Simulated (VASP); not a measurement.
Input of a VASP 6.6.1 run:

File INCAR:

```
  PREC = Accurate
  ENCUT = 600
  EDIFF = 1E-7
  ISMEAR = 0
  SIGMA = 0.2
  LREAL = False
  LASPH = True
  NELM = 120
  ALGO = Normal
  ISIF = 3
  LWAVE = False
  LCHARG = False
  GGA = PE
  IBRION = 2
  NSW = 36
  EDIFFG = -0.08
  GGA_COMPAT = False
  NELMIN = 4
```

KPOINTS

```
Automatic mesh
0
Gamma
  4 4 4
```

POSCAR

```
SrAlO4
1.0
    2.4251560500     -2.9042682900      0.0000000000
    2.4251560500      2.9042682900      0.0000000000
    0.0000000000      0.0000000000      4.8585588500
Sr Al O
1 1 4
Direct
    0.5000000000      0.5000000000      0.5000000000
    0.0000000000      0.0000000000      0.0000000000
    0.6047740000      0.3952260000      0.0000000000
    0.1048720000      0.8951280000      0.5000000000
    0.8951280000      0.1048720000      0.5000000000
    0.3952260000      0.6047740000      0.0000000000
```

Potentials or basis: VASP PAW PBE potentials, release 64 (Sr_sv, Al, O).

The run is started by

```bash
$ cat potpaw_PBE.64/Sr_sv/POTCAR potpaw_PBE.64/Al/POTCAR potpaw_PBE.64/O/POTCAR > POTCAR
$ mpirun -np 1 vasp_std > vasp.out
```

Question: Estimate the band gap on the k mesh.

Answer: Zero (an odd number of electrons rules out a gap without spin polarisation).

Question: Estimate the space group after relaxing (to 0.1 Å).

Answer: Cmmm (No. 65).

Question: Predict the relaxed volume.

Answer: 13.21 Å³/atom.

Question: Predict the relaxed cell.

Answer: a = 4.107 Å, b = 4.107 Å, c = 4.744 Å, α = 90.00°, β = 90.00°, γ = 97.79°.

Step by step:
```csv
step,energy change (eV),largest force (eV/Å),pressure (GPa),volume (Å³)
1,0.0000,14.7237,40.69,68.44
2,0.2940,2.5633,-14.50,99.23
3,-0.3166,2.4482,-14.16,95.31
4,-0.7809,2.3840,-13.93,92.22
5,-2.6399,3.5533,-10.98,80.01
6,-3.4692,5.2214,-3.78,74.14
7,-3.6532,3.7957,4.08,71.27
8,-3.6571,4.2724,2.11,71.86
9,-4.9368,2.9584,-2.90,74.65
10,-4.9523,2.9206,-2.69,74.96
11,-5.8573,2.0519,-3.95,75.29
12,-6.1886,1.6638,-1.30,75.52
13,-6.2091,1.4167,1.08,75.62
14,-6.2151,1.5056,0.16,75.59
15,-6.4334,1.5204,4.18,75.66
16,-6.4609,0.9085,2.72,75.66
17,-6.5875,0.5784,2.03,77.55
18,-6.6020,1.1475,2.03,78.81
19,-6.6005,0.8412,-2.71,81.61
20,-6.6288,0.1111,-0.43,80.16
21,-6.6322,0.0577,-0.16,79.84
22,-6.6334,0.2251,0.12,79.51
23,-6.6357,0.1478,0.21,79.37
24,-6.6393,0.0881,0.52,78.95
25,-6.6395,0.1470,0.60,78.85
26,-6.6413,0.0038,0.22,78.93
27,-6.6416,0.0767,0.01,78.98
28,-6.6438,0.0611,0.10,79.05
29,-6.6485,0.0424,0.43,79.27
```

Caveat: the k points lie up to 0.39 Å⁻¹ apart in the final cell, too coarse for converged energies and pressures of a metal; the standard files for N, O and F lose accuracy on very short bonds; the volume moved by over 15 % at a fixed basis, so the end points are rough; an odd number of electrons without spin polarisation forces a metal; a magnetic or distorted state may lie lower; the relaxation stopped at a loose force limit of 0.08 eV/Å, so its end isn't a converged minimum.
